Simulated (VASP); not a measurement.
# LiH (Fm-3m) in VASP: notebook, part 2 of 2

VASP 6.6.1. Earlier steps stand in the parts before.

## 3. Relaxation of cell and atoms, PBEsol, target pressure 15 GPa, at which the enthalpy is minimised

The input, INCAR:

```
SYSTEM = LiH
PREC = Accurate ; ENCUT = 600
EDIFF = 1E-7 ; ISMEAR = 0
SIGMA = 0.01 ; LREAL = .False.
LASPH = .True. ; NELM = 100
ALGO = Normal ; ISIF = 3
LWAVE = .False. ; LCHARG = .False.
GGA = PS ; IBRION = 2
NSW = 100 ; EDIFFG = -0.002
PSTRESS = 150.0
```

The input, KPOINTS:

```
regular mesh
0
Gamma
  10 10 10
  0 0 0
```

The input, POSCAR:

```
LiH
1.0
    1.9903724901      1.9903724901      0.0000000000
   -1.9903724901      1.9903724901      0.0000000000
    0.0000000000      1.9903724901      1.9903724901
Li H
1 1
Direct
    0.0000000000      0.0000000000      0.0000000000
    0.5000000000      0.5000000000      0.0000000000
```

Potentials or basis: VASP PAW PBE potentials, release 64 (Li_sv, H).

On the command line:

```
> cat potpaw_PBE.64/Li_sv/POTCAR potpaw_PBE.64/H/POTCAR > POTCAR
> mpirun -np 1 vasp_std > vasp.out
```

OUTCAR:

```text
SYSTEM = LiH
   PREC = Accurate
   ENCUT = 600
   EDIFF = 1E-7
   ISMEAR = 0
   LREAL = .False.
   LASPH = .True.
   NELM = 100
   ISIF = 3
   GGA = PS
   IBRION = 2
   NSW = 100
   EDIFFG = -0.002
   PSTRESS = 150.0

 ion  position               nearest neighbor table
   1  0.000  0.000  0.000-
   2  0.500  0.500  0.000-

  LATTYP: Found a face centered cubic cell.
 ALAT       =     3.9807449802

  Lattice vectors:

 A1 = (   0.0000000000,   1.9903724901,   1.9903724901)
 A2 = (   1.9903724901,   0.0000000000,   1.9903724901)
 A3 = (   1.9903724901,   1.9903724901,   0.0000000000)

Analysis of symmetry for initial positions (statically):
=====================================================================
 Subroutine PRICEL returns:
 Original cell was already a primitive cell.

 Routine SETGRP: Setting up the symmetry group for a
 face centered cubic supercell.

 Subroutine GETGRP returns: Found 48 space group operations
 (whereof 48 operations were pure point group operations)
 out of a pool of 48 trial point group operations.

[... 171 lines left out ...]
  Total       -0.0167195     -0.0167195     -0.0167195     -0.0000000      0.0000000      0.0000000
  in kB       -1.6986421     -1.6986421     -1.6986421     -0.0000000      0.0000000      0.0000000
  external PRESSURE =    -151.6986421 kB  Pullay stress =     150.0000000 kB
[... 97 lines left out ...]
  energy  without entropy=       -6.0229429708  energy(sigma->0) =       -6.02294297

  enthalpy is  TOTEN    =        -4.8440790342 eV   P V=        1.1788639366

[... ionic steps 4 to 17 ...]

--------------------------------------- Ionic step       18  -------------------------------------------

 number of electron       4.0000001 magnetization

------------------------ aborting loop because EDIFF is reached ----------------------------------------
[... 71 lines left out ...]
--------------------------------------- Ionic step       20  -------------------------------------------

 number of electron       4.0000001 magnetization

 Free energy of the ion-electron system (eV)
  ---------------------------------------------------
  ext. energy  EPLUGINS =         0.00000000
  ---------------------------------------------------
  free energy    TOTEN  =        -5.98402821 eV

  energy without entropy =       -5.98402821  energy(sigma->0) =       -5.98402821

 E-fermi :   1.8766     XC(G=0):  -9.5688

 val. band max:        1.7036155342   @ k =   0.5000   0.5000   0.0000
 cond. band min:       4.1329672425   @ k =   0.5000   0.5000   0.0000
 fundamental gap:      2.4293517083
 Fermi energy:         1.8766370656

 k-point     1 :       0.0000    0.0000    0.0000
  band No.  band energies     occupation
      1     -41.9311      2.00000
      2      -4.9617      2.00000
      3      21.8494      0.00000
      4      22.4421      0.00000
      5      22.4421      0.00000
      6      22.4421      0.00000
[... 199 lines left out ...]
 k-point    24 :       0.4000    0.3000    0.0000
  band No.  band energies     occupation
      1     -41.7593      2.00000
      2       0.1613      2.00000
      3       6.3490      0.00000
      4      10.2695      0.00000
      5      15.8186      0.00000
      6      21.0776      0.00000

 [... further k-points ...]
[... 5 lines left out ...]
  --------------------------------------------------------------------------------------
  -------------------------------------------------------------------------------------
  Total        1.1332795      1.1332795      1.1332795      0.0000000     -0.0000000      0.0000000
  in kB      149.7142471    149.7142471    149.7142471      0.0000000     -0.0000000      0.0000000
  external PRESSURE =      -0.2857529 kB  Pullay stress =     150.0000000 kB
[... 21 lines left out ...]
  energy  without entropy=       -5.9840282051  energy(sigma->0) =       -5.98402821

  enthalpy is  TOTEN    =        -4.8485856720 eV   P V=        1.1354425331

 reached required accuracy - stopping structural energy minimisation
```

CONTCAR:

```text
LiH
   1.00000000000000
     1.8235520421327251    1.8235520421327249   -0.0000000000000000
    -1.8235520421327251    1.8235520421327249   -0.0000000000000000
    -0.0000000000000001    1.8235520421327249    1.8235520421327251
  Li              H
     1     1
Direct
     1.0000000000000000    1.0000000000000000    1.0000000000000000
     0.5000000000000000    0.5000000000000000    0.0000000000000000

  0.00000000E+00  0.00000000E+00  0.00000000E+00
  0.00000000E+00  0.00000000E+00  0.00000000E+00
```

Wall time 28 s (1 thread of Intel Xeon 6975P-C, shared host); peak memory 0.13 GiB.

Results:

```
Free energy                                            : -5.9840 eV
Relaxed volume                                         : 6.06 Å³/atom
Relaxed cell                                           : a = 2.579 Å, b = 2.579 Å, c = 2.579 Å, α = 60.00°, β = 60.00°, γ = 90.00°
Space group after relaxing (to 0.05 Å)                 : Fm-3m (No. 225)
Energy change on relaxing (the enthalpy is what falls) : +68.7 meV/atom
Ionic steps                                            : 20
Pressure after relaxing                                : 15.0 GPa
Band gap on the k mesh                                 : 2.43 eV, direct
```

Step by step:
| step | energy change (eV) | largest force (eV/Å) | pressure (GPa) | volume (Å³) |
| --- | --- | --- | --- | --- |
| 1 | 0.0000 | 0.0000 | -0.17 | 15.77 |
| 2 | 0.0212 | 0.0000 | 4.69 | 14.13 |
| 3 | 0.0984 | 0.0000 | 11.98 | 12.59 |
| 4 | 0.1421 | 0.0000 | 15.32 | 12.08 |
| 5 | 0.1357 | 0.0000 | 14.85 | 12.15 |
| 6 | 0.1357 | 0.0000 | 14.85 | 12.15 |
| 7 | 0.1357 | 0.0000 | 14.85 | 12.14 |
| 8 | 0.1357 | 0.0000 | 14.85 | 12.14 |
| 9 | 0.1357 | 0.0000 | 14.85 | 12.14 |
| 10 | 0.1357 | 0.0000 | 14.85 | 12.14 |
| 11 | 0.1357 | 0.0000 | 14.85 | 12.14 |
| 12 | 0.1357 | 0.0000 | 14.85 | 12.14 |
| 13 | 0.1358 | 0.0000 | 14.85 | 12.14 |
| 14 | 0.1358 | 0.0000 | 14.86 | 12.14 |
| 15 | 0.1358 | 0.0000 | 14.86 | 12.14 |
| 16 | 0.1358 | 0.0000 | 14.86 | 12.14 |
| 17 | 0.1359 | 0.0000 | 14.87 | 12.14 |
| 18 | 0.1361 | 0.0000 | 14.88 | 12.14 |
| 19 | 0.1365 | 0.0000 | 14.91 | 12.14 |
| 20 | 0.1373 | 0.0000 | 14.97 | 12.13 |

Final structure:
```
CELL_PARAMETERS angstrom
1.82355 1.82355 0.00000
-1.82355 1.82355 0.00000
0.00000 1.82355 1.82355
ATOMIC_POSITIONS crystal
Li 0.00000 0.00000 0.00000
H 0.50000 0.50000 0.00000
```

Levels at points of the mesh, in eV from the valence-band top:
```
           k point  band 1  band 2  band 3  band 4  band 5  band 6
(0.00, 0.00, 0.00)  -43.63   -6.67   20.15   20.74   20.74   20.74
(0.50, 0.00, 0.00)  -43.50   -3.66    5.44   16.22   18.96   18.96
(0.50, 0.50, 0.00)  -43.45    0.00    2.43   12.04   12.04   15.52
```

Caveat: the cutoff is under 1.25 times the usual one of these potentials, so pressure, stress and relaxed cells hold a basis-set (Pulay) error; the cell is relaxed towards a set pressure, so the enthalpy falls and the energy may rise; the volume moved by over 15 % at a fixed basis, so the end points are rough; the PAW data sets were made with another functional, which shifts forces and pressure a little.

## 4. Relaxation of cell and atoms, PBEsol

This run uses another cell than the first one, of 8.45 Å³/atom, 1.072 times its volume.

The input, INCAR:

```
SYSTEM = LiH
PREC = Accurate
ENCUT = 600
EDIFF = 1E-6
ISMEAR = -1
SIGMA = 0.05
LREAL = .FALSE.
LASPH = .TRUE.
NELM = 100
ALGO = Normal
ISIF = 3
LWAVE = .FALSE.
LCHARG = .FALSE.
GGA = PS
IBRION = 2
NSW = 100
EDIFFG = -0.002
```

The input, KPOINTS:

```
Automatic mesh
0
G
  14 14 14
  0 0 0
```

The input, POSCAR:

```
LiH
1.0
    2.0367500000      2.0367500000      0.0000000000
   -2.0367500000      2.0367500000      0.0000000000
    0.0000000000      2.0367500000      2.0367500000
Li H
1 1
Direct
    0.0000000000      0.0000000000      0.0000000000
    0.5000000000      0.5000000000      0.0000000000
```

On the command line:

```
> cat potpaw_PBE.64/Li_sv/POTCAR potpaw_PBE.64/H/POTCAR > POTCAR
> mpirun -np 1 vasp_std > vasp.out
```

Run time: 17 s. Hardware: 1 thread of Intel Xeon 6975P-C, shared host; peak memory 0.14 GiB.

The run converged. Its results:

- Free energy: -6.1231 eV
- Relaxed volume: 7.84 Å³/atom
- Relaxed cell: a = 2.809 Å, b = 2.809 Å, c = 2.809 Å, α = 60.00°, β = 60.00°, γ = 90.00°
- Space group after relaxing (to 0.05 Å): Fm-3m (No. 225)
- Energy gained by relaxing: 4.9 meV/atom
- Ionic steps: 4
- Pressure after relaxing: 0.0 GPa
- Band gap on the k mesh: 2.72 eV, direct

The path:
```
step  energy change (eV)  largest force (eV/Å)  pressure (GPa)  volume (Å³)
   1              0.0000                0.0000           -2.44        16.90
   2             -0.0042                0.0000           -1.89        16.59
   3             -0.0096                0.0000           -0.33        15.83
   4             -0.0097                0.0000            0.02        15.68
```

Final structure:
```cif
data_structure
_symmetry_space_group_name_H-M 'P 1'
_symmetry_Int_Tables_number 1
_cell_length_a 2.8094
_cell_length_b 2.8094
_cell_length_c 2.8094
_cell_angle_alpha 60.000
_cell_angle_beta 60.000
_cell_angle_gamma 90.000
_cell_volume 15.68
loop_
_atom_site_label
_atom_site_type_symbol
_atom_site_fract_x
_atom_site_fract_y
_atom_site_fract_z
_atom_site_occupancy
Li1 Li 0.00000 0.00000 0.00000 1
H1 H 0.50000 0.50000 0.00000 1
```

Levels at points of the mesh, in eV from the valence-band top:
```csv
k point,band 1,band 2,band 3,band 4,band 5,band 6
"(0.00, 0.00, 0.00)",-43.67,-5.64,16.44,18.00,18.00,18.00
"(0.50, 0.00, 0.00)",-43.62,-2.78,4.76,13.80,16.53,16.53
"(0.50, 0.50, 0.00)",-43.60,0.00,2.72,10.75,10.75,13.85
```

Caveat: the cutoff is under 1.25 times the usual one of these potentials, so pressure, stress and relaxed cells hold a basis-set (Pulay) error; the PAW data sets were made with another functional, which shifts forces and pressure a little.

## 5. Overview

| cell | k mesh | smearing | gap on the mesh (eV) | pressure (GPa) |
| --- | --- | --- | --- | --- |
| relaxed to 10 GPa from a = 2.815 Å, angles 60.0, 60.0, 90.0°, 2 atoms | 10 × 10 × 10 | gaussian 0.01 eV | 2.52 | 10.0 |
| relaxed to 15 GPa from a = 2.815 Å, angles 60.0, 60.0, 90.0°, 2 atoms | 10 × 10 × 10 | gaussian 0.01 eV | 2.43 | 15.0 |
| relaxed from a = 2.880 Å, angles 60.0, 60.0, 90.0°, 2 atoms | 14 × 14 × 14 | fermi-dirac 0.05 eV | 2.72 | 0.0 |

Alike in all rows: task relaxation of cell and atoms; level PBEsol; potentials or basis VASP PAW PBE potentials, release 64 (Li_sv, H); no spin polarisation; cutoff (eV) 600.

Caveats: the cutoff is under 1.25 times the usual one of these potentials, so pressure, stress and relaxed cells hold a basis-set (Pulay) error; the PAW data sets were made with another functional, which shifts forces and pressure a little; the cell is relaxed towards a set pressure, so the enthalpy falls and the energy may rise (some runs); the volume moved by over 15 % at a fixed basis, so the end points are rough (some runs).

Total energies depend on the potentials used, so only differences within one code and one set of settings carry meaning.
